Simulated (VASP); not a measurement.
# TeMo5 (F-43m) in VASP: notebook, part 3 of 3

VASP 6.6.1. The steps go on from the part before.

## (6) Single point, PBE

The input, INCAR:

```
SYSTEM = TeMo5
PREC = Accurate ; ENCUT = 520
EDIFF = 1E-7 ; ISMEAR = 0
SIGMA = 0.1 ; LREAL = .False.
LASPH = .True. ; NELM = 80
ALGO = Fast ; ISIF = 2
LWAVE = .False. ; LCHARG = .True.
GGA = PE ; LELF = .True.
LVHAR = .True. ; NBANDS = 47
```

The input, KPOINTS:

```
regular mesh
0
Gamma
  10 10 10
  0 0 0
```

The input, POSCAR:

```
TeMo5
1.0
    0.0000000000      3.7218691941      3.7218691941
    3.7218691941      0.0000000000      3.7218691941
    3.7218691941      3.7218691941      0.0000000000
Te Mo
1 5
Direct
    0.0000000000      0.0000000000      0.0000000000
    0.7500000000      0.7500000000      0.7500000000
    0.8771627348      0.3742790884      0.3742790884
    0.3742790884      0.3742790884      0.3742790884
    0.3742790884      0.8771627348      0.3742790884
    0.3742790884      0.3742790884      0.8771627348
```

Potentials or basis: VASP PAW PBE potentials, release 64 (Te, Mo_sv).

Launch:

```
$ cat potpaw_PBE.64/Te/POTCAR potpaw_PBE.64/Mo_sv/POTCAR > POTCAR
$ mpirun -np 1 vasp_std > vasp.out
```

OUTCAR:

```text
SYSTEM = TeMo5
   PREC = Accurate
   ENCUT = 520
   EDIFF = 1E-7
   ISMEAR = 0
   LREAL = .False.
   LASPH = .True.
   NELM = 80
   ISIF = 2
   GGA = PE

 ion  position               nearest neighbor table
   1  0.000  0.000  0.000-   3 3.08   5 3.08   3 3.08   6 3.08   5 3.08   6 3.08   4 3.08   4 3.08
                             4 3.08   3 3.08   5 3.08   6 3.08   2 3.22   2 3.22   2 3.22   2 3.22
   2  0.750  0.750  0.750-   3 3.09   5 3.09   6 3.09   4 3.09   4 3.09   4 3.09   3 3.09   6 3.09
                             5 3.09   3 3.09   5 3.09   6 3.09   1 3.22   1 3.22   1 3.22   1 3.22
   3  0.877  0.374  0.374-   4 2.62   5 2.62   6 2.62   5 2.65   6 2.65   4 2.65   1 3.08   1 3.08
                             1 3.08   2 3.09   2 3.09   2 3.09
   4  0.374  0.374  0.374-   3 2.62   5 2.62   6 2.62   3 2.65   5 2.65   6 2.65   1 3.08   1 3.08
                             1 3.08   2 3.09   2 3.09   2 3.09
   5  0.374  0.877  0.374-   3 2.62   4 2.62   6 2.62   3 2.65   6 2.65   4 2.65   1 3.08   1 3.08
                             1 3.08   2 3.09   2 3.09   2 3.09
   6  0.374  0.374  0.877-   3 2.62   4 2.62   5 2.62   5 2.65   3 2.65   4 2.65   1 3.08   1 3.08
                             1 3.08   2 3.09   2 3.09   2 3.09

  LATTYP: Found a face centered cubic cell.
 ALAT       =     7.4437383882

  Lattice vectors:

 A1 = (   0.0000000000,   3.7218691941,   3.7218691941)
 A2 = (   3.7218691941,   0.0000000000,   3.7218691941)
 A3 = (   3.7218691941,   3.7218691941,   0.0000000000)

Analysis of symmetry for initial positions (statically):
=====================================================================
 Subroutine PRICEL returns:
 Original cell was already a primitive cell.

 Routine SETGRP: Setting up the symmetry group for a
 face centered cubic supercell.

 Subroutine GETGRP returns: Found 24 space group operations
 (whereof 24 operations were pure point group operations)
 out of a pool of 48 trial point group operations.

The static configuration has the point symmetry T_d .

Analysis of symmetry for dynamics (positions and initial velocities):
=====================================================================
 Subroutine PRICEL returns:
 Original cell was already a primitive cell.

 Routine SETGRP: Setting up the symmetry group for a
 face centered cubic supercell.

 Subroutine GETGRP returns: Found 24 space group operations
 (whereof 24 operations were pure point group operations)
 out of a pool of 48 trial point group operations.

The dynamic configuration has the point symmetry T_d .

 Subroutine INISYM returns: Found 24 space group operations
 (whereof 24 operations are pure point group operations),
 and found     1 'primitive' translations

----------------------------------------------------------------------------------------

                                     Primitive cell

  volume of cell :     103.1130

  direct lattice vectors                    reciprocal lattice vectors
     0.000000000  3.721869194  3.721869194    -0.134341100  0.134341100  0.134341100
     3.721869194  0.000000000  3.721869194     0.134341100 -0.134341100  0.134341100
     3.721869194  3.721869194  0.000000000     0.134341100  0.134341100 -0.134341100

  length of vectors
     5.263517892  5.263517892  5.263517892     0.232685610  0.232685610  0.232685610

  position of ions in fractional coordinates (direct lattice)
     0.000000000  0.000000000  0.000000000
     0.750000000  0.750000000  0.750000000
[... 41 lines left out ...]
            Coordinates               Weight
  0.000000  0.000000  0.000000      1.000000
  0.100000  0.000000  0.000000      8.000000
  0.200000  0.000000  0.000000      8.000000
  0.300000  0.000000  0.000000      8.000000
  0.400000  0.000000  0.000000      8.000000
  0.500000  0.000000  0.000000      4.000000
[... 16 lines left out ...]
  0.300000  0.300000  0.000000      6.000000
  0.400000  0.300000  0.000000     24.000000
 [... further k-points ...]
   k-points           NKPTS =     47   k-points in BZ     NKDIM =     47   number of bands    NBANDS=     47
   number of dos      NEDOS =    301   number of ions     NIONS =      6
   total plane-waves  NPLWV =  64000
   dimension x,y,z NGX =    40 NGY =   40 NGZ =   40
   dimension x,y,z NGXF=    80 NGYF=   80 NGZF=   80
   ions per type =               1   5
   NGX,Y,Z   is equivalent  to a cutoff of  12.63, 12.63, 12.63 a.u.
   NGXF,Y,Z  is equivalent  to a cutoff of  25.27, 25.27, 25.27 a.u.
 SYSTEM =  TeMo5
   PREC   = accura    normal or accurate (medium, high low for compatibility)
   ISTART =      0    job   : 0-new  1-cont  2-samecut
   ICHARG =      2    charge: 1-file 2-atom 10-const
   ISPIN  =      1    spin polarized calculation?
   LNONCOLLINEAR =      F non collinear calculations
   LSORBIT =      F    spin-orbit coupling
   LASPH  =      T    aspherical Exc in radial PAW
   ENCUT  =  520.0 eV  38.22 Ry    6.18 a.u.   9.79  9.79  9.79*2*pi/ulx,y,z
   NELM   =     80;   NELMIN=  2; NELMDL= -5     # of ELM steps
   EDIFF  = 0.1E-06   stopping-criterion for ELM
   LREAL  =      F    real-space projection
   EDIFFG = 0.1E-05   stopping-criterion for IOM
   NSW    =      0    number of steps for IOM
   IBRION =     -1    ionic relax: 0-MD 1-quasi-New 2-CG
   NFREE  =      0    steps in history (QN), initial steepest desc. (CG)
   ISIF   =      2    stress and relaxation
   ISYM   =      2    0-nonsym 1-usesym 2-fastsym
   POTIM  = 0.5000    time-step for ionic-motion
   TEBEG  =    0.0;   TEEND  =   0.0 temperature during run
   PSTRESS=    0.0 pullay stress
   NELECT =      76.0000    total number of electrons
   NUPDOWN=      -1.0000    fix difference up-down
   EMIN   =  10.00;   EMAX   =-10.00  energy-range for DOS
   EFERMI =   0.00;   METHOD = LEGACY
   ISMEAR =     0;   SIGMA  =   0.10  broadening in eV -4-tet -1-fermi 0-gaus
   EFERMI_NEDOS =   21; number of points for ismear=-14 and -15
   IALGO  =     68    algorithm
   IMIX   =      4    mixing-type and parameters
     AMIX     =   0.40;   BMIX     =  1.00
     AMIX_MAG =   1.60;   BMIX_MAG =  1.00
  volume/ion in A,a.u.               =      17.19       115.97
  Fermi-wavevector in a.u.,A,eV,Ry     =   1.478796  2.794519 29.753731  2.186838
  Thomas-Fermi vector in A             =   2.593033
   LORBIT       =      0    0 simple, 1 ext, 2 COOP (PROOUT), +10 PAW based schemes
   GGA     = PE    functional components
   LHFCALC =     F    Hartree Fock is set to
   AEXX    =    0.0000 exact exchange contribution
   IVDW    =     0    specifies the selected vdW correction
   LEPSILON=     F    determine dielectric tensor
   LRPA    =     F    only Hartree local field effects (RPA)
 non-spin polarized calculation
 RMM-DIIS sequential band-by-band and
 Gauss-broadening in eV      SIGMA  =   0.10
  energy-cutoff  :      520.00
  volume of cell :      103.11
 maximum number of plane-waves:      2804
   NGX = 19   NGY = 19   NGZ = 19

 number of electron      76.0000011 magnetization

 Free energy of the ion-electron system (eV)
  ---------------------------------------------------
  ext. energy  EPLUGINS =         0.00000000
  ---------------------------------------------------
  free energy    TOTEN  =       -54.59778713 eV

  energy without entropy =      -54.56604768  energy(sigma->0) =      -54.58191740

 E-fermi :  12.2000     XC(G=0): -12.7327

 val. band max:       12.1930179486   @ k =   0.5000   0.3000   0.1000
 cond. band min:      12.2164648136   @ k =  -0.3000   0.2000   0.0000
 fundamental gap:      0.0234468650
 Fermi energy:        12.2000347821

 k-point     1 :       0.0000    0.0000    0.0000
  band No.  band energies     occupation
      1     -49.0574      2.00000
      2     -48.9572      2.00000
      3     -48.6318      2.00000
      4     -48.6318      2.00000
      5     -48.6318      2.00000
      6     -24.2471      2.00000
[... 1189 lines left out ...]
     46      14.2474      0.00000
     47      14.4818      0.00000

 [... further k-points ...]
[... 5 lines left out ...]
  --------------------------------------------------------------------------------------
  -------------------------------------------------------------------------------------
  Total        0.2423968      0.2423968      0.2423968      0.0000000      0.0000000      0.0000000
  in kB        3.7663802      3.7663802      3.7663802      0.0000000      0.0000000      0.0000000
  external PRESSURE =       3.7663802 kB  Pullay stress =       0.0000000 kB

 VOLUME and BASIS-vectors are now :
 -----------------------------------------------------------------------------
  energy-cutoff  :      520.00
  volume of cell :      103.11
      direct lattice vectors                 reciprocal lattice vectors
     0.000000000  3.721869194  3.721869194    -0.134341100  0.134341100  0.134341100
     3.721869194  0.000000000  3.721869194     0.134341100 -0.134341100  0.134341100
     3.721869194  3.721869194  0.000000000     0.134341100  0.134341100 -0.134341100

 POSITION                                       TOTAL-FORCE (eV/Angst)
 -----------------------------------------------------------------------------------
      0.00000      0.00000      0.00000        -0.000000      0.000000     -0.000000
      5.58280      5.58280      5.58280        -0.000000      0.000000     -0.000000
      2.78604      4.65770      4.65770         0.005353     -0.005353     -0.005353
      2.78604      2.78604      2.78604         0.005353      0.005353      0.005353
      4.65770      2.78604      4.65770        -0.005353      0.005353     -0.005353
      4.65770      4.65770      2.78604        -0.005353     -0.005353      0.005353
 -----------------------------------------------------------------------------------
    total drift:                               -0.000000     -0.000000     -0.000000

  FREE ENERGIE OF THE ION-ELECTRON SYSTEM (eV)
  ---------------------------------------------------
  free  energy   TOTEN  =       -54.5977871300 eV

  energy  without entropy=      -54.5660476791  energy(sigma->0) =      -54.58191740
```

It took 10 min on 1 thread of Intel Xeon 8259CL, shared host; peak memory 0.35 GiB.

What came out:

```yaml
Free_energy: -54.5978 eV
Pressure: 0.4 GPa
Largest_force: 0.009 eV/Å
Band_gap_on_the_k_mesh: zero (bands 38 and 39 overlap by 1.13 eV)
```

Forces on the atoms (eV/Å):
```
Te   0.000  0.000  0.000
Mo   0.000  0.000  0.000
Mo   0.005 -0.005 -0.005
Mo   0.005  0.005  0.005
Mo  -0.005  0.005 -0.005
Mo  -0.005 -0.005  0.005
```

Levels at points of the mesh, in eV from the Fermi level:
| k point | band 34 | band 35 | band 36 | band 37 | band 38 | band 39 | band 40 | band 41 | band 42 | band 43 |
| --- | --- | --- | --- | --- | --- | --- | --- | --- | --- | --- |
| (0.00, 0.00, 0.00) | -1.36 | -1.28 | -1.28 | 0.72 | 0.72 | 0.72 | 1.39 | 1.39 | 1.39 | 1.79 |
| (0.50, 0.00, 0.00) | -1.58 | -1.58 | -1.15 | -0.83 | 0.42 | 0.42 | 0.60 | 0.73 | 0.73 | 1.14 |
| (0.50, 0.50, 0.00) | -1.89 | -1.63 | -1.08 | -1.08 | -0.96 | -0.29 | 0.03 | 0.88 | 0.99 | 1.16 |

Caveat: spin-orbit coupling is left out, which moves the levels of the heavy elements.

## (7) Summary

| task | spin | cell | k mesh | cutoff (eV) | gap on the mesh (eV) | pressure (GPa) | largest force (eV/Å) |
| --- | --- | --- | --- | --- | --- | --- | --- |
| single point | off | a = 5.261 Å, angles 60.0°, 6 atoms | 4 × 4 × 4 | 520 | none | 0.4 | 0.06 |
| single point | off | a = 5.656 Å, angles 60.0°, 6 atoms | 4 × 4 × 4 | 520 | none | -25.0 | 0.10 |
| relaxation of cell and atoms | off | relaxed from a = 5.656 Å, angles 60.0°, 6 atoms | 4 × 4 × 4 | 600 | none | 0.0 | 0.04 |
| single point | collinear | a = 5.261 Å, angles 60.0°, 6 atoms | 4 × 4 × 4 | 520 | none | 0.4 | 0.06 |
| single point | off | a = 5.264 Å, angles 60.0°, 6 atoms | 10 × 10 × 10 | 520 | none | 0.4 | 0.01 |

Alike in all rows: level PBE; potentials or basis VASP PAW PBE potentials, release 64 (Te, Mo_sv); smearing gaussian 0.1 eV.

Caveats: some runs use coarse meshes; spin-orbit coupling is left out, which moves the levels of the heavy elements; the cell stands under tension (at least some runs).

Total energies depend on the potentials used, so only differences within one code and one set of settings carry meaning.
